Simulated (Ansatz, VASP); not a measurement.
## One calculation of GaAs, two programs

The input INCAR:

```
PREC = Accurate ; ENCUT = 520
EDIFF = 1E-8 ; ISMEAR = -1
SIGMA = 0.08 ; LREAL = False
LASPH = True ; NELM = 80
ALGO = Normal ; ISIF = 2
LWAVE = False ; LCHARG = False
GGA = CA ; LEFG = True
NBANDS = 16
```

The input KPOINTS:

```
regular mesh
0
Gamma
  10 10 10
```

The input POSCAR:

```
GaAs
1.0
    0.0000000000      2.7886446409      2.7886446409
    2.7886446409      0.0000000000      2.7886446409
    2.7886446409      2.7886446409      0.0000000000
Ga As
1 1
Direct
    0.0000000000      0.0000000000      0.0000000000
    0.7500000000      0.7500000000      0.7500000000
```

Input for Ansatz:

```yaml
crystal:
  lattice:
    - [0.0, 2.7886446409, 2.7886446409]
    - [2.7886446409, 0.0, 2.7886446409]
    - [2.7886446409, 2.7886446409, 0.0]
  atoms:
    - { symbol: Ga, position: [0.0, 0.0, 0.0] }
    - { symbol: As, position: [0.75, 0.75, 0.75] }
kpoints:
  mp_grid: { grid: [10, 10, 10] }
scf:
  occupations: { method: fermi_dirac, width: 0.08 }
hamiltonian:
  xc: lda
  pseudopotentials: { kind: all_electron, datasets: crystal }
output:
  forces: true
  stress: true
  eigenvalues: true
  efg: { contact_densities: true }
```

Change from the starting cell: volume scaled by 0.96, crystal datasets.

Alike in both runs: task electric field gradients; functional LDA; k mesh 10 × 10 × 10; occupations fermi-dirac, width 0.08 eV; no spin polarisation.

```csv
,VASP,Ansatz
version,VASP 6.6.1,Ansatz 0.2.0
potentials or method,"VASP PAW LDA potentials, release 64 (Ga_d, As), cutoff 520 eV","all-electron PAW with datasets made for the crystal, scalar-relativistic"
```

Ansatz gave:

* pressure (GPa): 1.1

Q: What did VASP give for the same quantities?

A: Pressure (GPa): 1.4.

LDA's correlation is that of Perdew and Zunger in VASP and of Perdew and Wang (1992) in Ansatz. Ansatz ran all-electron here, and VASP with PAW potentials.
